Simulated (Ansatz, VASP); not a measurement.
**Two plane-wave programs on AlGa3N4**

Contents of INCAR:

```
SYSTEM = AlGa3N4
  PREC = Accurate
  ENCUT = 520
  EDIFF = 1E-6
  ISMEAR = 0
  SIGMA = 0.05
  LREAL = .FALSE.
  LASPH = .TRUE.
  NELM = 80
  ALGO = Normal
  ISIF = 2
  LWAVE = .FALSE.
  LCHARG = .FALSE.
  NBANDS = 41
```

KPOINTS

```
Automatic mesh
0
G
  6 6 6
  0 0 0
```

The input POSCAR:

```
AlGa3N4
1.0
    4.1806274398      0.1287157287      0.1287157287
    0.1287157287      4.1806274398      0.1287157287
    0.1287157287      0.1287157287      4.1806274398
Al Ga N
1 3 4
Direct
    0.0000000000      0.0000000000      0.0000000000
    0.5000000000      0.5000000000      0.0000000000
    0.5000000000      0.0000000000      0.5000000000
    0.0000000000      0.5000000000      0.5000000000
    0.7548078379      0.7548078379      0.2451921621
    0.7548078379      0.2451921621      0.7548078379
    0.2451921621      0.7548078379      0.7548078379
    0.2451921621      0.2451921621      0.2451921621
```

Input for Ansatz:

```yaml
crystal:
  lattice:
    - [4.1806274398, 0.1287157287, 0.1287157287]
    - [0.1287157287, 4.1806274398, 0.1287157287]
    - [0.1287157287, 0.1287157287, 4.1806274398]
  atoms:
    - { symbol: Al, position: [0.0, 0.0, 0.0] }
    - { symbol: Ga, position: [0.5, 0.5, 0.0] }
    - { symbol: Ga, position: [0.5, 0.0, 0.5] }
    - { symbol: Ga, position: [0.0, 0.5, 0.5] }
    - { symbol: "N", position: [0.7548078379, 0.7548078379, 0.2451921621] }
    - { symbol: "N", position: [0.7548078379, 0.2451921621, 0.7548078379] }
    - { symbol: "N", position: [0.2451921621, 0.7548078379, 0.7548078379] }
    - { symbol: "N", position: [0.2451921621, 0.2451921621, 0.2451921621] }
basis:
  ecutwfc: 520.0
kpoints:
  mp_grid: { grid: [6, 6, 6] }
hamiltonian:
  xc: lda
  pseudopotentials: { kind: paw, azcp: { folder: soft_1 } }
scf:
  occupations: { method: gaussian, width: 0.05 }
output:
  forces: true
  stress: true
  eigenvalues: true
```

Alike in both runs: task single point; functional LDA; k mesh 6 × 6 × 6; occupations gaussian, width 0.05 eV; no spin polarisation.

|  | VASP | Ansatz |
| --- | --- | --- |
| version | VASP 6.6.1 | Ansatz 0.2.0 |
| potentials or method | VASP PAW LDA potentials, release 64 (Al, Ga_d, N), cutoff 520 eV | scalar-relativistic, plane waves, PAW |
| valence electrons in the cell | 62 | 62 |

|  | VASP | Ansatz | Ansatz less VASP |
| --- | --- | --- | --- |
| gap on the k mesh at the Fermi level (eV) | 3.12 | 3.14 | +0.019 |
| least direct gap on the mesh (eV) | 3.12 | 3.14 | +0.019 |
| rms of the force components (eV/Å) | 1.073 | 1.042 | -0.0314 |

Ansatz warns that its potentials were made for another functional, while VASP's fit it. LDA's correlation is that of Perdew and Zunger in VASP and of Perdew and Wang (1992) in Ansatz. Atom by atom the forces differ by 0.032 eV/Å (rms over components).
